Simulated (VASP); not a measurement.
# Ge2Cl (P-3m1) in VASP: a series of runs

Runs on Ge2Cl. Level: PBE. Tasks: single point, relaxation of shape and atoms at fixed volume.

Everything below comes from runs of VASP 6.6.1. Logs are shortened: lines on timing, memory, paths and dates and some standing lists are left out, and cuts for length are marked.

### Step 1. The cell of the first run

The structure is trigonal, space group P-3m1 (No. 164). Conventional cell: a = 4.035 Å, b = 4.035 Å, c = 10.855 Å, α = 90.00°, β = 90.00°, γ = 120.00°. Within 2.9 Å of Ge (site symmetry 3m) lie 1 Cl at 2.17 Å and 3 Ge at 2.46 Å. Within 3.2 Å of Ge (site symmetry 3m) lie 4 Ge at 2.46 Å. Within 2.9 Å of Cl (site symmetry 3m) lie 1 Ge at 2.17 Å.

### Step 2. Single point, PBE (25.51 Å³/atom)

Contents of INCAR:

```
SYSTEM = Ge2Cl
PREC     = Accurate       ! precision mode
ENCUT    = 520            ! plane-wave cutoff, eV
EDIFF    = 1E-6           ! SCF threshold, eV
ISMEAR   = 0              ! smearing method
SIGMA    = 0.1            ! smearing width, eV
LREAL    = .FALSE.        ! projectors in reciprocal space
LASPH    = .TRUE.         ! aspherical terms in the spheres
NELM     = 60             ! most SCF steps
ALGO     = Normal         ! electronic algorithm
ISIF     = 2              ! what is computed and relaxed
LWAVE    = .FALSE.        ! write WAVECAR
LCHARG   = .TRUE.         ! write CHGCAR
GGA      = PE             ! functional
LELF     = .TRUE.         ! ELF
LVHAR    = .TRUE.       
NBANDS   = 44             ! bands
```

Contents of KPOINTS:

```
Automatic mesh
0
G
  12 12 4
  0 0 0
```

Contents of POSCAR:

```
Ge2Cl
1.0
    4.0349194173      0.0000000000      0.0000000000
   -2.0174597086      3.4943427176      0.0000000000
    0.0000000000      0.0000000000     10.8548696968
Ge Cl
4 2
Direct
    0.3333333333      0.6666666667      0.1845941575
    0.6666666667      0.3333333333      0.8154058425
    0.0000000000      0.0000000000      0.1130970671
    0.0000000000      0.0000000000      0.8869029329
    0.3333333333      0.6666666667      0.3841503669
    0.6666666667      0.3333333333      0.6158496331
```

Potentials or basis: VASP PAW PBE potentials, release 64 (Ge_d, Cl).

Launch:

```sh
> cat potpaw_PBE.64/Ge_d/POTCAR potpaw_PBE.64/Cl/POTCAR > POTCAR
> mpirun -np 1 vasp_std > vasp.out
```

OUTCAR:

```text
SYSTEM = Ge2Cl
   PREC = Accurate
   ENCUT = 520
   EDIFF = 1E-6
   ISMEAR = 0
   LREAL = .FALSE.
   LASPH = .TRUE.
   NELM = 60
   ISIF = 2
   GGA = PE

 ion  position               nearest neighbor table
   1  0.333  0.667  0.185-   5 2.17   3 2.46   3 2.46   3 2.46
   2  0.667  0.333  0.815-   6 2.17   4 2.46   4 2.46   4 2.46
   3  0.000  0.000  0.113-   4 2.46   1 2.46   1 2.46   1 2.46
   4  0.000  0.000  0.887-   3 2.46   2 2.46   2 2.46   2 2.46
   5  0.333  0.667  0.384-   1 2.17
   6  0.667  0.333  0.616-   2 2.17

  LATTYP: Found a hexagonal cell.
 ALAT       =     4.0349194173
 C/A-ratio  =     2.6902320900

  Lattice vectors:

 A1 = (   4.0349194173,   0.0000000000,   0.0000000000)
 A2 = (  -2.0174597086,   3.4943427176,   0.0000000000)
 A3 = (   0.0000000000,   0.0000000000,  10.8548696968)

Analysis of symmetry for initial positions (statically):
=====================================================================
 Subroutine PRICEL returns:
 Original cell was already a primitive cell.

 Routine SETGRP: Setting up the symmetry group for a
 hexagonal supercell.

 Subroutine GETGRP returns: Found 12 space group operations
 (whereof 12 operations were pure point group operations)
 out of a pool of 24 trial point group operations.

The static configuration has the point symmetry D_3d.

Analysis of symmetry for dynamics (positions and initial velocities):
=====================================================================
 Subroutine PRICEL returns:
 Original cell was already a primitive cell.

 Routine SETGRP: Setting up the symmetry group for a
 hexagonal supercell.

 Subroutine GETGRP returns: Found 12 space group operations
 (whereof 12 operations were pure point group operations)
 out of a pool of 24 trial point group operations.

The dynamic configuration has the point symmetry D_3d.

 Subroutine INISYM returns: Found 12 space group operations
 (whereof 12 operations are pure point group operations),
 and found     1 'primitive' translations

----------------------------------------------------------------------------------------

                                     Primitive cell

  volume of cell :     153.0471

  direct lattice vectors                    reciprocal lattice vectors
     4.034919417  0.000000000  0.000000000     0.247836424  0.143088426  0.000000000
    -2.017459709  3.494342718  0.000000000     0.000000000  0.286176852  0.000000000
     0.000000000  0.000000000 10.854869697     0.000000000  0.000000000  0.092124551

  length of vectors
     4.034919417  4.034919417 10.854869697     0.286176852  0.286176852  0.092124551

  position of ions in fractional coordinates (direct lattice)
     0.333333333  0.666666667  0.184594158
     0.666666667  0.333333333  0.815405842
     0.000000000  0.000000000  0.113097067
     0.000000000  0.000000000  0.886902933
     0.333333333  0.666666667  0.384150367
     0.666666667  0.333333333  0.615849633

  ion indices of the primitive-cell ions
   primitive index   ion index
                 1           1
                 2           2
                 3           3
                 4           4
                 5           5
                 6           6

----------------------------------------------------------------------------------------

 KPOINTS: Automatic mesh

Automatic generation of k-mesh.
 Grid dimensions read from file:
 generate k-points for:   12   12    4

 Generating k-lattice:

  Cartesian coordinates                     Fractional coordinates (reciprocal lattice)
     0.020653035  0.011924036  0.000000000     0.083333333  0.000000000  0.000000000
     0.000000000  0.023848071  0.000000000     0.000000000  0.083333333  0.000000000
     0.000000000  0.000000000  0.023031138     0.000000000  0.000000000  0.250000000

  Length of vectors
     0.023848071  0.023848071  0.023031138

  Shift w.r.t. Gamma in fractional coordinates (k-lattice)
     0.000000000  0.000000000  0.000000000

 Subroutine IBZKPT returns following result:
 ===========================================

 Found     69 irreducible k-points:

 Following reciprocal coordinates:
            Coordinates               Weight
  0.000000  0.000000  0.000000      1.000000
  0.083333 -0.000000  0.000000      6.000000
  0.166667 -0.000000  0.000000      6.000000
  0.250000 -0.000000  0.000000      6.000000
  0.333333 -0.000000  0.000000      6.000000
  0.416667  0.000000  0.000000      6.000000
[... 16 lines left out ...]
  0.166667 -0.000000  0.250000      6.000000
  0.000000  0.166667  0.250000      6.000000
 [... further k-points ...]
   k-points           NKPTS =     69   k-points in BZ     NKDIM =     69   number of bands    NBANDS=     44
   number of dos      NEDOS =    301   number of ions     NIONS =      6
   total plane-waves  NPLWV =  75600
   dimension x,y,z NGX =    30 NGY =   30 NGZ =   84
   dimension x,y,z NGXF=    60 NGYF=   60 NGZF=  168
   ions per type =               4   2
   NGX,Y,Z   is equivalent  to a cutoff of  12.36, 12.36, 12.86 a.u.
   NGXF,Y,Z  is equivalent  to a cutoff of  24.72, 24.72, 25.73 a.u.
 SYSTEM =  Ge2Cl
   PREC   = accura    normal or accurate (medium, high low for compatibility)
   ISTART =      0    job   : 0-new  1-cont  2-samecut
   ICHARG =      2    charge: 1-file 2-atom 10-const
   ISPIN  =      1    spin polarized calculation?
   LNONCOLLINEAR =      F non collinear calculations
   LSORBIT =      F    spin-orbit coupling
   LASPH  =      T    aspherical Exc in radial PAW
   ENCUT  =  520.0 eV  38.22 Ry    6.18 a.u.   7.50  7.50 20.18*2*pi/ulx,y,z
   NELM   =     60;   NELMIN=  2; NELMDL= -5     # of ELM steps
   EDIFF  = 0.1E-05   stopping-criterion for ELM
   LREAL  =      F    real-space projection
   EDIFFG = 0.1E-04   stopping-criterion for IOM
   NSW    =      0    number of steps for IOM
   IBRION =     -1    ionic relax: 0-MD 1-quasi-New 2-CG
   NFREE  =      0    steps in history (QN), initial steepest desc. (CG)
   ISIF   =      2    stress and relaxation
   ISYM   =      2    0-nonsym 1-usesym 2-fastsym
   POTIM  = 0.5000    time-step for ionic-motion
   TEBEG  =    0.0;   TEEND  =   0.0 temperature during run
   PSTRESS=    0.0 pullay stress
   NELECT =      70.0000    total number of electrons
   NUPDOWN=      -1.0000    fix difference up-down
   EMIN   =  10.00;   EMAX   =-10.00  energy-range for DOS
   EFERMI =   0.00;   METHOD = LEGACY
   ISMEAR =     0;   SIGMA  =   0.10  broadening in eV -4-tet -1-fermi 0-gaus
   EFERMI_NEDOS =   21; number of points for ismear=-14 and -15
   IALGO  =     38    algorithm
   IMIX   =      4    mixing-type and parameters
     AMIX     =   0.40;   BMIX     =  1.00
     AMIX_MAG =   1.60;   BMIX_MAG =  1.00
  volume/ion in A,a.u.               =      25.51       172.14
  Fermi-wavevector in a.u.,A,eV,Ry     =   1.261341  2.383589 21.646613  1.590981
  Thomas-Fermi vector in A             =   2.394805
   LORBIT       =      0    0 simple, 1 ext, 2 COOP (PROOUT), +10 PAW based schemes
   GGA     = PE    functional components
   LHFCALC =     F    Hartree Fock is set to
   AEXX    =    0.0000 exact exchange contribution
   IVDW    =     0    specifies the selected vdW correction
   LEPSILON=     F    determine dielectric tensor
   LRPA    =     F    only Hartree local field effects (RPA)
 non-spin polarized calculation
 Gauss-broadening in eV      SIGMA  =   0.10
  energy-cutoff  :      520.00
  volume of cell :      153.05
 maximum number of plane-waves:      4157
 NGX is ok and might be reduce to    30
   NGX = 15   NGY = 15   NGZ = 41

 number of electron      70.0000022 magnetization

 Free energy of the ion-electron system (eV)
  ---------------------------------------------------
  ext. energy  EPLUGINS =         0.00000000
  ---------------------------------------------------
  free energy    TOTEN  =       -23.81636164 eV

  energy without entropy =      -23.81633182  energy(sigma->0) =      -23.81634673

 E-fermi :   3.0380     XC(G=0):  -8.8561

 val. band max:        2.8626898898   @ k =   0.0000   0.0000   0.5000
 cond. band min:       3.2190627252   @ k =   0.0000   0.0000   0.2500
 fundamental gap:      0.3563728355
 Fermi energy:         3.0379895398

 k-point     1 :       0.0000    0.0000    0.0000
  band No.  band energies     occupation
      1     -22.0220      2.00000
      2     -22.0213      2.00000
      3     -21.9949      2.00000
      4     -21.9949      2.00000
      5     -21.9948      2.00000
      6     -21.9948      2.00000
[... 36 lines left out ...]
     43       7.6019      0.00000
     44       8.7745      0.00000

 k-point     2 :       0.0833   -0.0000    0.0000
  band No.  band energies     occupation
      1     -22.0238      2.00000
      2     -22.0228      2.00000
      3     -21.9963      2.00000
      4     -21.9954      2.00000
      5     -21.9948      2.00000
      6     -21.9939      2.00000
[... 36 lines left out ...]
     43       7.6534      0.00000
     44       9.0573      0.00000

 k-point     3 :       0.1667   -0.0000    0.0000
  band No.  band energies     occupation
      1     -22.0279      2.00000
      2     -22.0262      2.00000
      3     -21.9987      2.00000
      4     -21.9973      2.00000
      5     -21.9941      2.00000
      6     -21.9921      2.00000
[... 36 lines left out ...]
     43       7.8690      0.00000
     44       9.0209      0.00000

 k-point     4 :       0.2500   -0.0000    0.0000
  band No.  band energies     occupation
      1     -22.0322      2.00000
      2     -22.0296      2.00000
      3     -22.0009      2.00000
      4     -21.9995      2.00000
      5     -21.9935      2.00000
      6     -21.9895      2.00000
[... 882 lines left out ...]
     43       7.9190      0.00000
     44       8.9300      0.00000

 k-point    23 :       0.1667   -0.0000    0.2500
  band No.  band energies     occupation
      1     -22.0279      2.00000
      2     -22.0262      2.00000
      3     -21.9987      2.00000
      4     -21.9973      2.00000
      5     -21.9941      2.00000
      6     -21.9921      2.00000
[... 36 lines left out ...]
     43       7.9640      0.00000
     44       9.0204      0.00000

 k-point    24 :       0.0000    0.1667    0.2500
  band No.  band energies     occupation
      1     -22.0279      2.00000
      2     -22.0262      2.00000
      3     -21.9987      2.00000
      4     -21.9973      2.00000
      5     -21.9941      2.00000
      6     -21.9921      2.00000
[... 36 lines left out ...]
     43       7.8844      0.00000
     44       9.1480      0.00000

 [... further k-points ...]

------------------------ aborting loop because EDIFF is reached ----------------------------------------

  FORCE on cell =-STRESS in cart. coord.  units (eV):
  Direction    XX          YY          ZZ          XY          YZ          ZX
  --------------------------------------------------------------------------------------
  -------------------------------------------------------------------------------------
  Total        2.4773228      2.4773228      2.2924141      0.0000000      0.0000000      0.0000000
  in kB       25.9339227     25.9339227     23.9982007      0.0000000      0.0000000      0.0000000
  external PRESSURE =      25.2886820 kB  Pullay stress =       0.0000000 kB

 VOLUME and BASIS-vectors are now :
 -----------------------------------------------------------------------------
  energy-cutoff  :      520.00
  volume of cell :      153.05
      direct lattice vectors                 reciprocal lattice vectors
     4.034919417  0.000000000  0.000000000     0.247836424  0.143088426  0.000000000
    -2.017459709  3.494342718  0.000000000     0.000000000  0.286176852  0.000000000
     0.000000000  0.000000000 10.854869697     0.000000000  0.000000000  0.092124551

 POSITION                                       TOTAL-FORCE (eV/Angst)
 -----------------------------------------------------------------------------------
     -0.00000      2.32956      2.00375        -0.000000      0.000000      0.040816
      2.01746      1.16478      8.85112         0.000000      0.000000     -0.040816
      0.00000      0.00000      1.22765         0.000000      0.000000      0.007813
      0.00000      0.00000      9.62722        -0.000000      0.000000     -0.007813
     -0.00000      2.32956      4.16990         0.000000      0.000000     -0.046565
      2.01746      1.16478      6.68497         0.000000     -0.000000      0.046565
 -----------------------------------------------------------------------------------
    total drift:                               -0.000000      0.000000      0.000000

  FREE ENERGIE OF THE ION-ELECTRON SYSTEM (eV)
  ---------------------------------------------------
  free  energy   TOTEN  =       -23.8163616354 eV

  energy  without entropy=      -23.8163318238  energy(sigma->0) =      -23.81634673
```

Wall time 8.5 min (1 thread of Intel Xeon Platinum 8259CL at 2.50GHz (Skylake/Cascade Lake), shared host); peak memory 0.48 GiB.

What came out:

| Quantity | Value |
| --- | --- |
| Free energy | -23.8164 eV |
| Pressure | 2.5 GPa |
| Largest force | 0.047 eV/Å |
| Band gap on the k mesh | 0.36 eV |

Forces in eV/Å, atoms in the order of the input:
```
Ge   0.000  0.000  0.041
Ge   0.000  0.000 -0.041
Ge   0.000  0.000  0.008
Ge   0.000  0.000 -0.008
Cl   0.000  0.000 -0.047
Cl   0.000  0.000  0.047
```

A k mesh can miss the band edges.

### Step 3. Relaxation of shape and atoms at fixed volume, PBE (25.51 Å³/atom)

Contents of INCAR:

```
PREC = Accurate
ENCUT = 600
EDIFF = 1E-6
ISMEAR = 0
SIGMA = 0.1
LREAL = F
LASPH = T
NELM = 80
ALGO = Normal
ISIF = 4
LWAVE = F
LCHARG = F
GGA = PE
IBRION = 2
NSW = 50
EDIFFG = -0.01
KPAR = 4
```

Contents of KPOINTS:

```
regular mesh
0
Gamma
  12 12 4
```

Contents of POSCAR:

```
Ge2Cl
1.0
    4.0238847154      0.0000000000      0.0000000000
   -2.0119423577      3.4847863854      0.0000000000
    0.0000000000      0.0000000000     10.9144859613
Ge Cl
4 2
Direct
    0.3333333333      0.6666666667      0.1822277152
    0.6666666667      0.3333333333      0.8177722848
    0.0000000000      0.0000000000      0.1118536646
    0.0000000000      0.0000000000      0.8881463354
    0.3333333333      0.6666666667      0.3789225904
    0.6666666667      0.3333333333      0.6210774096
```

Potentials or basis: VASP PAW PBE potentials, release 64 (Ge_d, Cl).

Launch:

```sh
> cat potpaw_PBE.64/Ge_d/POTCAR potpaw_PBE.64/Cl/POTCAR > POTCAR
> mpirun -np 4 vasp_std > vasp.out
```

It took 11 min on 4 MPI ranks of AMD EPYC 9R45 (Zen 5), shared host; peak memory 0.57 GiB.

It converged, with:

| Property | Result |
| --- | --- |
| Free energy | -23.8172 eV |
| Energy gained by relaxing | 1.9 meV/atom |
| Ionic steps | 14 |
| Pressure after relaxing | 2.6 GPa |
| Largest force after relaxing | 0.009 eV/Å |
| Band gap on the k mesh | 0.36 eV |

Forces on the atoms (eV/Å):
```
Ge   0.000  0.000  0.004
Ge   0.000  0.000 -0.004
Ge   0.000  0.000 -0.003
Ge   0.000  0.000  0.003
Cl   0.000  0.000 -0.009
Cl   0.000  0.000  0.009
```

Step by step:
```csv
step,energy change (eV),largest force (eV/Å),pressure (GPa),volume (Å³)
1,0.0000,0.3275,3.35,153.05
2,0.0032,0.3882,2.69,153.05
3,-0.0039,0.0876,3.06,153.05
4,-0.0053,0.0743,3.00,153.05
5,-0.0067,0.1353,2.89,153.05
6,-0.0079,0.1039,2.86,153.05
7,-0.0102,0.0378,2.75,153.05
8,-0.0088,0.1483,2.56,153.05
9,-0.0106,0.0433,2.69,153.05
10,-0.0111,0.0232,2.62,153.05
11,-0.0111,0.0140,2.57,153.05
12,-0.0112,0.0161,2.59,153.05
13,-0.0112,0.0160,2.59,153.05
14,-0.0112,0.0092,2.57,153.05
```

Final structure:
```
CELL_PARAMETERS angstrom
4.03501 0.00000 0.00000
-2.01750 3.49442 0.00000
0.00000 0.00000 10.85438
ATOMIC_POSITIONS crystal
Ge 0.33333 0.66667 0.18471
Ge 0.66667 0.33333 0.81529
Ge 0.00000 0.00000 0.11317
Ge 0.00000 0.00000 0.88683
Cl 0.33333 0.66667 0.38407
Cl 0.66667 0.33333 0.61593
```

Levels at points of the mesh, in eV from the valence-band top:
```
           k point  band 33  band 34  band 35  band 36  band 37  band 38
(0.00, 0.00, 0.00)    -0.75    -0.07    -0.07     0.36     0.57     2.29
(0.50, 0.00, 0.00)    -2.03    -1.81    -1.09     0.83     1.16     2.59
(0.00, 0.00, 0.50)    -0.82     0.00     0.00     0.36     0.41     1.79
(0.50, 0.00, 0.50)    -1.90    -1.73    -1.29     0.98     1.17     2.38
```

A k mesh can miss the band edges.
